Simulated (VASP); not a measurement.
# Ca (P6_3/mmc) in VASP: notebook, part 2 of 2

VASP 6.6.1. Earlier steps stand in the parts before.

**3. Single point, PBEsol (strain along c alone, the other axes held: +1.5 %)**

INCAR

```
PREC = Accurate
ENCUT = 520
EDIFF = 1E-6
ISMEAR = 0
SIGMA = 0.1
LREAL = False
LASPH = True
NELM = 60
ALGO = Normal
ISIF = 2
LWAVE = False
LCHARG = False
GGA = PS
NBANDS = 17
```

KPOINTS

```
Automatic mesh
0
Gamma
  12 12 8
```

POSCAR

```
Ca
1.0
    3.8524073137      0.0000000000      0.0000000000
   -1.9262036569      3.3362825994      0.0000000000
    0.0000000000      0.0000000000      6.4361021556
Ca
2
Direct
    0.6666666667      0.3333333333      0.7500000000
    0.3333333333      0.6666666667      0.2500000000
```

Potentials or basis: VASP PAW PBE potentials, release 64 (Ca_sv).

Run with:

```console
cat potpaw_PBE.64/Ca_sv/POTCAR > POTCAR
mpirun -np 1 vasp_std > vasp.out
```

OUTCAR:

```text
PREC = Accurate
   ENCUT = 520
   EDIFF = 1E-6
   ISMEAR = 0
   LREAL = False
   LASPH = True
   NELM = 60
   ISIF = 2
   GGA = PS

 ion  position               nearest neighbor table
   1  0.667  0.333  0.750-
   2  0.333  0.667  0.250-

  LATTYP: Found a hexagonal cell.
 ALAT       =     3.8524073137
 C/A-ratio  =     1.6706702151

  Lattice vectors:

 A1 = (   3.8524073137,   0.0000000000,   0.0000000000)
 A2 = (  -1.9262036569,   3.3362825994,   0.0000000000)
 A3 = (   0.0000000000,   0.0000000000,   6.4361021556)

Analysis of symmetry for initial positions (statically):
=====================================================================
 Subroutine PRICEL returns:
 Original cell was already a primitive cell.

 Routine SETGRP: Setting up the symmetry group for a
 hexagonal supercell.

 Subroutine GETGRP returns: Found 24 space group operations
 (whereof 12 operations were pure point group operations)
 out of a pool of 24 trial point group operations.

The static configuration has the point symmetry D_3d.
 The point group associated with its full space group is D_6h.
[... 159 lines left out ...]
  free energy    TOTEN  =        -4.26386272 eV

  energy without entropy =       -4.25352982  energy(sigma->0) =       -4.25869627

 E-fermi :   2.0274     XC(G=0):  -7.8735

 val. band max:        2.0253903997   @ k =   0.0000   0.0000   0.1250
 cond. band min:       2.0398584057   @ k =   0.3333   0.1667   0.0000
 fundamental gap:      0.0144680060
 Fermi energy:         2.0273999551

 k-point     1 :       0.0000    0.0000    0.0000
  band No.  band energies     occupation
      1     -39.8146      2.00000
      2     -39.8008      2.00000
      3     -20.9430      2.00000
      4     -20.8246      2.00000
      5     -20.8246      2.00000
      6     -20.8063      2.00000
[... 457 lines left out ...]
      4     -20.9034      2.00000
      5     -20.8898      2.00000
      6     -20.8509      2.00000
[... 9 lines left out ...]
     16       5.2827      0.00000
     17       5.5226      0.00000

 [... further k-points ...]

------------------------ aborting loop because EDIFF is reached ----------------------------------------

  FORCE on cell =-STRESS in cart. coord.  units (eV):
  Direction    XX          YY          ZZ          XY          YZ          ZX
  --------------------------------------------------------------------------------------
  -------------------------------------------------------------------------------------
  Total       -0.0472049     -0.0472049     -0.3160987      0.0000000      0.0000000      0.0000000
  in kB       -0.9142816     -0.9142816     -6.1223102      0.0000000      0.0000000      0.0000000
  external PRESSURE =      -2.6502911 kB  Pullay stress =       0.0000000 kB

 VOLUME and BASIS-vectors are now :
 -----------------------------------------------------------------------------
  energy-cutoff  :      520.00
  volume of cell :       82.72
      direct lattice vectors                 reciprocal lattice vectors
     3.852407314  0.000000000  0.000000000     0.259577952  0.149867400  0.000000000
    -1.926203657  3.336282599  0.000000000     0.000000000  0.299734801  0.000000000
     0.000000000  0.000000000  6.436102156     0.000000000  0.000000000  0.155373544

 POSITION                                       TOTAL-FORCE (eV/Angst)
 -----------------------------------------------------------------------------------
      1.92620      1.11209      4.82708        -0.000000      0.000000      0.000000
     -0.00000      2.22419      1.60903         0.000000     -0.000000      0.000000
 -----------------------------------------------------------------------------------
    total drift:                               -0.000000      0.000000      0.000000

  FREE ENERGIE OF THE ION-ELECTRON SYSTEM (eV)
  ---------------------------------------------------
  free  energy   TOTEN  =        -4.2638627215 eV

  energy  without entropy=       -4.2535298188  energy(sigma->0) =       -4.25869627
```

stdout:

```text
POSCAR found type information on POSCAR Ca
 POSCAR found :  1 types and       2 ions
 scaLAPACK will be used
 -----------------------------------------------------------------------------
|                                                                             |
|                                                                             |
|     You enforced a specific xc type in the INCAR file but a different       |
|     I HOPE YOU KNOW WHAT YOU ARE DOING!                                     |
|                                                                             |
 -----------------------------------------------------------------------------

 LDA part: xc-table for (Slater+PW92), standard interpolation
 POSCAR, INCAR and KPOINTS ok, starting setup
 FFT: planning ... GRIDC
 FFT: planning ... GRID_SOFT
 FFT: planning ... GRID
 WAVECAR not read
 entering main loop
```

Wall time 1.7 min (1 thread of Oxide Virtual Turin-like, shared host); peak memory 0.23 GiB.

What came out:

```
Free energy            : -4.2639 eV
Pressure               : -0.3 GPa
Band gap on the k mesh : zero (bands 10 and 11 overlap by 0.53 eV)
```

Levels at points of the mesh, in eV from the Fermi level:
| k point | band 8 | band 9 | band 10 | band 11 | band 12 | band 13 |
| --- | --- | --- | --- | --- | --- | --- |
| (0.00, 0.00, 0.00) | -22.83 | -4.13 | -1.15 | -0.29 | 2.18 | 2.30 |
| (0.50, 0.00, 0.00) | -22.86 | -1.12 | -0.68 | 0.16 | 0.34 | 1.33 |
| (0.00, 0.00, 0.50) | -22.84 | -3.13 | -3.13 | 1.30 | 1.30 | 2.30 |
| (0.50, 0.00, 0.50) | -22.87 | -0.72 | -0.72 | 0.11 | 0.11 | 1.41 |

Caveat: the cell differs from its parent crystal (strain along c alone, the other axes held: +1.5 %); the PAW data sets were made with another functional, which shifts forces and pressure a little.

**4. Single point, PBEsol (strain along c alone, the other axes held: +3.0 %)**

INCAR

```
SYSTEM = Ca
PREC     = Accurate       ! precision mode
ENCUT    = 520            ! plane-wave cutoff, eV
EDIFF    = 1E-6           ! SCF threshold, eV
ISMEAR   = 0              ! smearing method
SIGMA    = 0.1            ! smearing width, eV
LREAL    = .False.        ! projectors in reciprocal space
LASPH    = .True.         ! aspherical terms in the spheres
NELM     = 100            ! most SCF steps
ALGO     = Fast           ! electronic algorithm
ISIF     = 2              ! what is computed and relaxed
LWAVE    = .False.        ! write WAVECAR
LCHARG   = .False.        ! write CHGCAR
GGA      = PS             ! functional
NBANDS   = 17             ! bands
```

KPOINTS

```
regular mesh
0
Gamma
  12 12 8
  0 0 0
```

POSCAR: that of step 3 with these lines changed.

```diff
@@ -4,3 +4,3 @@
    -1.9262036569      3.3362825994      0.0000000000
-    0.0000000000      0.0000000000      6.4361021556
+    0.0000000000      0.0000000000      6.5312169658
 Ca
```

Potentials or basis: VASP PAW PBE potentials, release 64 (Ca_sv).

Run with:

```console
cat potpaw_PBE.64/Ca_sv/POTCAR > POTCAR
mpirun -np 1 vasp_std > vasp.out
```

OUTCAR:

```text
SYSTEM = Ca
   PREC = Accurate
   ENCUT = 520
   EDIFF = 1E-6
   ISMEAR = 0
   LREAL = .False.
   LASPH = .True.
   NELM = 100
   ISIF = 2
   GGA = PS

 ion  position               nearest neighbor table
   1  0.667  0.333  0.750-
   2  0.333  0.667  0.250-

  LATTYP: Found a hexagonal cell.
 ALAT       =     3.8524073137
 C/A-ratio  =     1.6953599228

  Lattice vectors:

 A1 = (   3.8524073137,   0.0000000000,   0.0000000000)
 A2 = (  -1.9262036569,   3.3362825994,   0.0000000000)
 A3 = (   0.0000000000,   0.0000000000,   6.5312169658)

Analysis of symmetry for initial positions (statically):
=====================================================================
 Subroutine PRICEL returns:
 Original cell was already a primitive cell.

 Routine SETGRP: Setting up the symmetry group for a
 hexagonal supercell.

 Subroutine GETGRP returns: Found 24 space group operations
 (whereof 12 operations were pure point group operations)
 out of a pool of 24 trial point group operations.

The static configuration has the point symmetry D_3d.
 The point group associated with its full space group is D_6h.

Analysis of symmetry for dynamics (positions and initial velocities):
=====================================================================
 Subroutine PRICEL returns:
 Original cell was already a primitive cell.

 Routine SETGRP: Setting up the symmetry group for a
 hexagonal supercell.

 Subroutine GETGRP returns: Found 24 space group operations
 (whereof 12 operations were pure point group operations)
 out of a pool of 24 trial point group operations.

The dynamic configuration has the point symmetry D_3d.
 The point group associated with its full space group is D_6h.

 Subroutine INISYM returns: Found 24 space group operations
 (whereof 12 operations are pure point group operations),
 and found     1 'primitive' translations

----------------------------------------------------------------------------------------

[... 112 lines left out ...]
     AMIX_MAG =   1.60;   BMIX_MAG =  1.00
  volume/ion in A,a.u.               =      41.97       283.24
  Fermi-wavevector in a.u.,A,eV,Ry     =   1.014897  1.917876 14.014205  1.030015
  Thomas-Fermi vector in A             =   2.148151
   LORBIT       =      0    0 simple, 1 ext, 2 COOP (PROOUT), +10 PAW based schemes
   GGA     = PS    functional components
   LHFCALC =     F    Hartree Fock is set to
   AEXX    =    0.0000 exact exchange contribution
   IVDW    =     0    specifies the selected vdW correction
   LEPSILON=     F    determine dielectric tensor
   LRPA    =     F    only Hartree local field effects (RPA)
 non-spin polarized calculation
 RMM-DIIS sequential band-by-band and
 Gauss-broadening in eV      SIGMA  =   0.10
  energy-cutoff  :      520.00
  volume of cell :       83.94
 maximum number of plane-waves:      2283
 NGX is ok and might be reduce to    30
   NGX = 15   NGY = 15   NGZ = 25

 number of electron      20.0000003 magnetization

 Free energy of the ion-electron system (eV)
  ---------------------------------------------------
  ext. energy  EPLUGINS =         0.00000000
  ---------------------------------------------------
  free energy    TOTEN  =        -4.25732674 eV

  energy without entropy =       -4.24632681  energy(sigma->0) =       -4.25182677

 E-fermi :   1.9643     XC(G=0):  -7.8265

 val. band max:        1.9595018239   @ k =   0.3333   0.1667   0.1250
 cond. band min:       1.9802508220   @ k =   0.0833   0.0833   0.1250
 fundamental gap:      0.0207489981
 Fermi energy:         1.9642683836

 k-point     1 :       0.0000    0.0000    0.0000
  band No.  band energies     occupation
      1     -39.9084      2.00000
      2     -39.8964      2.00000
      3     -21.0258      2.00000
      4     -20.9174      2.00000
      5     -20.9174      2.00000
      6     -20.9015      2.00000
[... 457 lines left out ...]
      4     -20.9971      2.00000
      5     -20.9782      2.00000
      6     -20.9431      2.00000
[... 9 lines left out ...]
     16       5.1449      0.00000
     17       5.4148      0.00000

 [... further k-points ...]

------------------------ aborting loop because EDIFF is reached ----------------------------------------

  FORCE on cell =-STRESS in cart. coord.  units (eV):
  Direction    XX          YY          ZZ          XY          YZ          ZX
  --------------------------------------------------------------------------------------
  -------------------------------------------------------------------------------------
  Total       -0.0989171     -0.0989171     -0.6115661      0.0000000      0.0000000      0.0000000
  in kB       -1.8879597     -1.8879597    -11.6725261      0.0000000      0.0000000      0.0000000
  external PRESSURE =      -5.1494818 kB  Pullay stress =       0.0000000 kB

 VOLUME and BASIS-vectors are now :
 -----------------------------------------------------------------------------
  energy-cutoff  :      520.00
  volume of cell :       83.94
      direct lattice vectors                 reciprocal lattice vectors
     3.852407314  0.000000000  0.000000000     0.259577952  0.149867400  0.000000000
    -1.926203657  3.336282599  0.000000000     0.000000000  0.299734801  0.000000000
     0.000000000  0.000000000  6.531216966     0.000000000  0.000000000  0.153110822

 POSITION                                       TOTAL-FORCE (eV/Angst)
 -----------------------------------------------------------------------------------
      1.92620      1.11209      4.89841         0.000000     -0.000000      0.000000
     -0.00000      2.22419      1.63280        -0.000000      0.000000      0.000000
 -----------------------------------------------------------------------------------
    total drift:                                0.000000     -0.000000      0.000000

  FREE ENERGIE OF THE ION-ELECTRON SYSTEM (eV)
  ---------------------------------------------------
  free  energy   TOTEN  =        -4.2573267372 eV

  energy  without entropy=       -4.2463268085  energy(sigma->0) =       -4.25182677
```

OSZICAR:

```text
N       E                     dE             d eps       ncg     rms          rms(c)
DAV:   1     0.169172945988E+03    0.16917E+03   -0.10077E+04  3230   0.106E+03
DAV:   2     0.485363698052E+01   -0.16432E+03   -0.16231E+03  3637   0.314E+02
DAV:   3    -0.397915033850E+01   -0.88328E+01   -0.87556E+01  6306   0.529E+01
DAV:   4    -0.426271801669E+01   -0.28357E+00   -0.28287E+00  4117   0.102E+01
DAV:   5    -0.427575360597E+01   -0.13036E-01   -0.13026E-01  5457   0.141E+00    0.318E+00
RMM:   6    -0.426290638082E+01    0.12847E-01   -0.13924E-02  3427   0.130E+00    0.196E+00
RMM:   7    -0.425692252935E+01    0.59839E-02   -0.40472E-02  3597   0.242E+00    0.136E-01
RMM:   8    -0.425701177065E+01   -0.89241E-04   -0.96548E-03  4114   0.887E-01    0.385E-02
RMM:   9    -0.425724027426E+01   -0.22850E-03   -0.31712E-03  4955   0.427E-01    0.545E-02
RMM:  10    -0.425730555838E+01   -0.65284E-04   -0.45765E-04  4984   0.167E-01    0.897E-02
RMM:  11    -0.425731022153E+01   -0.46632E-05   -0.35120E-04  4997   0.147E-01    0.204E-02
RMM:  12    -0.425732115638E+01   -0.10935E-04   -0.11835E-04  5084   0.651E-02    0.192E-02
RMM:  13    -0.425732469737E+01   -0.35410E-05   -0.37037E-05  4790   0.294E-02    0.195E-02
RMM:  14    -0.425732682585E+01   -0.21285E-05   -0.11222E-05  4302   0.254E-02    0.136E-03
RMM:  15    -0.425732673720E+01    0.88652E-07   -0.62919E-06  3524   0.727E-03
   1 F= -.42573267E+01 E0= -.42518268E+01  d E =-.109999E-01
```

stdout:

```text
POSCAR found type information on POSCAR Ca
 POSCAR found :  1 types and       2 ions
 scaLAPACK will be used
 -----------------------------------------------------------------------------
|                                                                             |
|                                                                             |
|     You enforced a specific xc type in the INCAR file but a different       |
|     I HOPE YOU KNOW WHAT YOU ARE DOING!                                     |
|                                                                             |
 -----------------------------------------------------------------------------

 LDA part: xc-table for (Slater+PW92), standard interpolation
 POSCAR, INCAR and KPOINTS ok, starting setup
 FFT: planning ... GRIDC
 FFT: planning ... GRID_SOFT
 FFT: planning ... GRID
 WAVECAR not read
 entering main loop
WARNING in EDDRMM: call to ZHEGV failed, returncode =   6  3     16
WARNING in EDDRMM: call to ZHEGV failed, returncode =   8  4     15
WARNING in EDDRMM: call to ZHEGV failed, returncode =   8  4     16
WARNING in EDDRMM: call to ZHEGV failed, returncode =   6  3     16
```

It took 3.4 min on 1 thread of Oxide Virtual Turin-like, shared host; peak memory 0.24 GiB.

What came out:

```
Free energy            : -4.2573 eV
Pressure               : -0.5 GPa
Band gap on the k mesh : zero (bands 10 and 11 overlap by 0.59 eV)
```

Caveat: the cell differs from its parent crystal (strain along c alone, the other axes held: +3.0 %); the PAW data sets were made with another functional, which shifts forces and pressure a little.

**5. Overview**

```csv
cell,gap on the mesh (eV),pressure (GPa)
"a = 3.852, b = 3.852, c = 6.246 Å, angles 90.0, 90.0, 120.0°, 2 atoms",none,0.3
"a = 3.852, b = 3.852, c = 6.436 Å, angles 90.0, 90.0, 120.0°, 2 atoms",none,-0.3
"a = 3.852, b = 3.852, c = 6.531 Å, angles 90.0, 90.0, 120.0°, 2 atoms",none,-0.5
```

Alike in all rows: task single point; level PBEsol; potentials or basis VASP PAW PBE potentials, release 64 (Ca_sv); no spin polarisation; k mesh 12 × 12 × 8; cutoff (eV) 520; smearing gaussian 0.1 eV.

Caveats: the PAW data sets were made with another functional, which shifts forces and pressure a little.

Total energies depend on the potentials used, so only differences within one code and one set of settings carry meaning.

The gap in the log of VASP goes by the Fermi energy; the results here count the filled bands.